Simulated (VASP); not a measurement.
# Ce (Fm-3m) in VASP: single point with LDA

Aim: the single point of Ce with LDA.

Program: VASP 6.6.1. These are calculated values, not measurements. Logs are shortened: lines on timing, memory, paths and dates and some standing lists are left out, and cuts for length are marked.

## Step 1: The cell of the first run

It takes space group Fm-3m (No. 225, cubic). Conventional cell: a = 4.983 Å, b = 4.983 Å, c = 4.983 Å, α = 90.00°, β = 90.00°, γ = 90.00°. Within 4.6 Å of Ce (site symmetry m-3m) lie 12 Ce at 3.52 Å.

## Step 2: Single point, LDA (volume scaled by 0.9)

INCAR reads:

```
SYSTEM = Ce
ALGO = Normal ; EDIFF = 1E-6
ENCUT = 520 ; ISIF = 2
ISMEAR = -1 ; LASPH = .True.
LCHARG = .False. ; LREAL = .False.
LWAVE = .False. ; NBANDS = 12
NELM = 80 ; PREC = Accurate
SIGMA = 0.1
```

KPOINTS reads:

```
k-points
0
Gamma
  10 10 10
  0 0 0
```

POSCAR reads:

```
Ce
1.0
    0.0000000000      2.4915419059      2.4915419059
    2.4915419059      0.0000000000      2.4915419059
    2.4915419059      2.4915419059      0.0000000000
Ce
1
Direct
    0.0000000000      0.0000000000      0.0000000000
```

Potentials or basis: VASP PAW LDA potentials, release 64 (Ce).

Started as:

```bash
$ cat potpaw_LDA.64/Ce/POTCAR > POTCAR
$ mpirun -np 1 vasp_std > vasp.out
```

OUTCAR:

```text
SYSTEM = Ce
   EDIFF = 1E-6
   ENCUT = 520
   ISIF = 2
   ISMEAR = -1
   LASPH = .True.
   LREAL = .False.
   NELM = 80
   PREC = Accurate

 ion  position               nearest neighbor table
   1  0.000  0.000  0.000-

  LATTYP: Found a face centered cubic cell.
 ALAT       =     4.9830838118

  Lattice vectors:

 A1 = (   0.0000000000,   2.4915419059,   2.4915419059)
 A2 = (   2.4915419059,   0.0000000000,   2.4915419059)
 A3 = (   2.4915419059,   2.4915419059,   0.0000000000)

Analysis of symmetry for initial positions (statically):
=====================================================================
 Subroutine PRICEL returns:
 Original cell was already a primitive cell.

 Routine SETGRP: Setting up the symmetry group for a
 face centered cubic supercell.

 Subroutine GETGRP returns: Found 48 space group operations
 (whereof 48 operations were pure point group operations)
 out of a pool of 48 trial point group operations.

The static configuration has the point symmetry O_h .

Analysis of symmetry for dynamics (positions and initial velocities):
=====================================================================
 Subroutine PRICEL returns:
 Original cell was already a primitive cell.

 Routine SETGRP: Setting up the symmetry group for a
 face centered cubic supercell.

 Subroutine GETGRP returns: Found 48 space group operations
 (whereof 48 operations were pure point group operations)
 out of a pool of 48 trial point group operations.

The dynamic configuration has the point symmetry O_h .

 Subroutine INISYM returns: Found 48 space group operations
 (whereof 48 operations are pure point group operations),
 and found     1 'primitive' translations

----------------------------------------------------------------------------------------

                                     Primitive cell

  volume of cell :      30.9339

  direct lattice vectors                    reciprocal lattice vectors
     0.000000000  2.491541906  2.491541906    -0.200678945  0.200678945  0.200678945
     2.491541906  0.000000000  2.491541906     0.200678945 -0.200678945  0.200678945
     2.491541906  2.491541906  0.000000000     0.200678945  0.200678945 -0.200678945

  length of vectors
     3.523572355  3.523572355  3.523572355     0.347586128  0.347586128  0.347586128

  position of ions in fractional coordinates (direct lattice)
     0.000000000  0.000000000  0.000000000

  ion indices of the primitive-cell ions
   primitive index   ion index
                 1           1

----------------------------------------------------------------------------------------

 KPOINTS: k-points

Automatic generation of k-mesh.
 Grid dimensions read from file:
 generate k-points for:   10   10   10
[... 78 lines left out ...]
   EFERMI =   0.00;   METHOD = LEGACY
   ISMEAR =    -1;   SIGMA  =   0.10  broadening in eV -4-tet -1-fermi 0-gaus
   EFERMI_NEDOS =   21; number of points for ismear=-14 and -15
   IALGO  =     38    algorithm
   IMIX   =      4    mixing-type and parameters
     AMIX     =   0.40;   BMIX     =  1.00
     AMIX_MAG =   1.60;   BMIX_MAG =  1.00
  volume/ion in A,a.u.               =      30.93       208.75
  Fermi-wavevector in a.u.,A,eV,Ry     =   1.193962  2.256260 19.395710  1.425544
  Thomas-Fermi vector in A             =   2.329963
   LORBIT       =      0    0 simple, 1 ext, 2 COOP (PROOUT), +10 PAW based schemes
   GGA     = CA    functional components
   LHFCALC =     F    Hartree Fock is set to
   AEXX    =    0.0000 exact exchange contribution
   IVDW    =     0    specifies the selected vdW correction
   LEPSILON=     F    determine dielectric tensor
   LRPA    =     F    only Hartree local field effects (RPA)
 non-spin polarized calculation
  energy-cutoff  :      520.00
  volume of cell :       30.93
 maximum number of plane-waves:       869
 NGX is ok and might be reduce to    28
   NGX = 13   NGY = 13   NGZ = 13

 number of electron      12.0000000 magnetization

 Free energy of the ion-electron system (eV)
  ---------------------------------------------------
  ext. energy  EPLUGINS =         0.00000000
  ---------------------------------------------------
  free energy    TOTEN  =        -6.67721008 eV

  energy without entropy =       -6.52892624  energy(sigma->0) =       -6.60306816

 E-fermi :   7.4853     XC(G=0): -10.7516

 val. band max:        7.4655074167   @ k =  -0.2000   0.2000   0.0000
 cond. band min:       7.4953310093   @ k =  -0.3000   0.1000   0.0000
 fundamental gap:      0.0298235927
 Fermi energy:         7.4853055088

 k-point     1 :       0.0000    0.0000    0.0000
  band No.  band energies     occupation
      1     -26.9448      2.00000
      2      -8.7282      2.00000
      3      -8.7282      2.00000
      4      -8.7282      2.00000
      5       4.3391      2.00000
      6       7.4532      1.15900
      7       7.8501      0.05075
      8       7.8501      0.05075
      9       7.8501      0.05075
     10       8.3845      0.00025
     11       8.3845      0.00025
     12       8.3845      0.00025
[... 331 lines left out ...]
 k-point    24 :       0.4000    0.3000    0.0000
  band No.  band energies     occupation
      1     -26.6191      2.00000
      2     -10.2278      2.00000
      3      -9.3398      2.00000
      4      -9.2687      2.00000
      5       5.9351      2.00000
      6       6.3794      1.99997
      7       7.8791      0.03824
      8       7.9727      0.01518
      9       8.0041      0.01110
     10       8.0689      0.00583
     11       8.1476      0.00265
     12       8.1559      0.00244

 [... further k-points ...]

------------------------ aborting loop because EDIFF is reached ----------------------------------------

  FORCE on cell =-STRESS in cart. coord.  units (eV):
  Direction    XX          YY          ZZ          XY          YZ          ZX
  --------------------------------------------------------------------------------------
  -------------------------------------------------------------------------------------
  Total       -1.5857641     -1.5857641     -1.5857641      0.0000000      0.0000000      0.0000000
  in kB      -82.1324129    -82.1324129    -82.1324129      0.0000000      0.0000000      0.0000000
  external PRESSURE =     -82.1324129 kB  Pullay stress =       0.0000000 kB

 VOLUME and BASIS-vectors are now :
 -----------------------------------------------------------------------------
  energy-cutoff  :      520.00
  volume of cell :       30.93
      direct lattice vectors                 reciprocal lattice vectors
     0.000000000  2.491541906  2.491541906    -0.200678945  0.200678945  0.200678945
     2.491541906  0.000000000  2.491541906     0.200678945 -0.200678945  0.200678945
     2.491541906  2.491541906  0.000000000     0.200678945  0.200678945 -0.200678945

 POSITION                                       TOTAL-FORCE (eV/Angst)
 -----------------------------------------------------------------------------------
      0.00000      0.00000      0.00000         0.000000      0.000000      0.000000
 -----------------------------------------------------------------------------------
    total drift:                                0.000000     -0.000000      0.000000

  FREE ENERGIE OF THE ION-ELECTRON SYSTEM (eV)
  ---------------------------------------------------
  free  energy   TOTEN  =        -6.6772100759 eV

  energy  without entropy=       -6.5289262447  energy(sigma->0) =       -6.60306816
```

stdout:

```text
POSCAR found type information on POSCAR Ce
 POSCAR found :  1 types and       1 ions
 scaLAPACK will be used
 LDA part: xc-table for (Slater(with rela. corr.)+CA(PZ))
 , standard interpolation
 POSCAR, INCAR and KPOINTS ok, starting setup
 FFT: planning ... GRIDC
 FFT: planning ... GRID_SOFT
 FFT: planning ... GRID
 WAVECAR not read
 entering main loop
```

Wall time 20 s (1 thread of Intel Xeon 6975P-C (Granite Rapids), shared host); peak memory 0.16 GiB.

What came out:

| Item | Value |
| --- | --- |
| Free energy | -6.6772 eV |
| Pressure | -8.2 GPa |
| Band gap on the k mesh | zero (band 6 reaches 7.72 eV, above the bottom of band 7 at 7.33 eV) |

Levels at points of the mesh, in eV from the Fermi level:
| k point | band 3 | band 4 | band 5 | band 6 | band 7 | band 8 | band 9 | band 10 |
| --- | --- | --- | --- | --- | --- | --- | --- | --- |
| (0.00, 0.00, 0.00) | -16.21 | -16.21 | -3.15 | -0.03 | 0.36 | 0.36 | 0.36 | 0.90 |
| (0.50, 0.00, 0.00) | -16.46 | -16.46 | -1.82 | 0.02 | 0.39 | 0.39 | 0.63 | 0.78 |
| (0.50, 0.50, 0.00) | -16.91 | -16.91 | -2.27 | -1.63 | 0.44 | 0.49 | 0.49 | 0.56 |

Caveat: spin-orbit coupling is left out, which moves the levels of the heavy elements. Spin polarisation is off, so any magnetic state and its effect on volume and gap are missing.
